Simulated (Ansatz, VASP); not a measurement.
## Two plane-wave programs on SiC

File INCAR:

```
PREC = Accurate ; ENCUT = 520
EDIFF = 1E-7 ; ISMEAR = 0
SIGMA = 0.05 ; LREAL = False
LASPH = True ; NELM = 100
ALGO = Normal ; ISIF = 2
LWAVE = False ; LCHARG = False
GGA = PE ; NBANDS = 26
```

The input KPOINTS:

```
Automatic mesh
0
Gamma
  12 12 4
```

The input POSCAR:

```
SiC
1.0
    3.0940652517      0.0000000000      0.0000000000
   -1.5470326258      2.6795391090      0.0000000000
    0.0000000000      0.0000000000      9.3188000000
Si C
4 4
Direct
    0.6666666667      0.3333333333      0.9378436843
    0.3333333333      0.6666666667      0.4378436843
    0.0000000000      0.0000000000      0.6878989045
    0.0000000000      0.0000000000      0.1878989045
    0.6666666667      0.3333333333      0.7498087506
    0.3333333333      0.6666666667      0.2498087506
    0.0000000000      0.0000000000      0.5004476606
    0.0000000000      0.0000000000      0.0004476606
```

Input for Ansatz:

```yaml
crystal:
  lattice:
    - [3.0940652517, 0.0, 0.0]
    - [-1.5470326258, 2.679539109, 0.0]
    - [0.0, 0.0, 9.3188]
  atoms:
    - { symbol: Si, position: [0.6666666667, 0.3333333333, 0.9378436843] }
    - { symbol: Si, position: [0.3333333333, 0.6666666667, 0.4378436843] }
    - { symbol: Si, position: [0.0, 0.0, 0.6878989045] }
    - { symbol: Si, position: [0.0, 0.0, 0.1878989045] }
    - { symbol: C, position: [0.6666666667, 0.3333333333, 0.7498087506] }
    - { symbol: C, position: [0.3333333333, 0.6666666667, 0.2498087506] }
    - { symbol: C, position: [0.0, 0.0, 0.5004476606] }
    - { symbol: C, position: [0.0, 0.0, 0.0004476606] }
basis:
  ecutwfc: 520.0
kpoints:
  mp_grid: { grid: [12, 12, 4] }
hamiltonian:
  xc: pbe
  pseudopotentials: { kind: paw, azcp: { folder: soft_1 } }
scf:
  occupations: { method: gaussian, width: 0.05 }
output:
  forces: true
  stress: true
  eigenvalues: true
```

Alike in both runs: task single point; functional PBE; k mesh 12 × 12 × 4; occupations gaussian, width 0.05 eV; no spin polarisation.

|  | VASP | Ansatz |
| --- | --- | --- |
| version | VASP 6.6.1 | Ansatz 0.2.0 |
| potentials or method | VASP PAW PBE potentials, release 64 (Si, C), cutoff 520 eV | scalar-relativistic, plane waves, PAW |
| valence electrons in the cell | 32 | 32 |

|  | VASP | Ansatz | Ansatz less VASP |
| --- | --- | --- | --- |
| gap on the k mesh at the Fermi level (eV) | 1.74 | 1.75 | +0.011 |
| least direct gap on the mesh (eV) | 2.94 | 2.95 | +0.007 |
| pressure (GPa) | 23.1 | 23.2 | +0.12 |
| traceless stress, the component that is largest in VASP (GPa) | 39.19 | 39.08 | -0.113 |
| rms of the force components (eV/Å) | 0.942 | 0.945 | +0.0025 |

Atom by atom the forces differ by 0.003 eV/Å (rms over components).
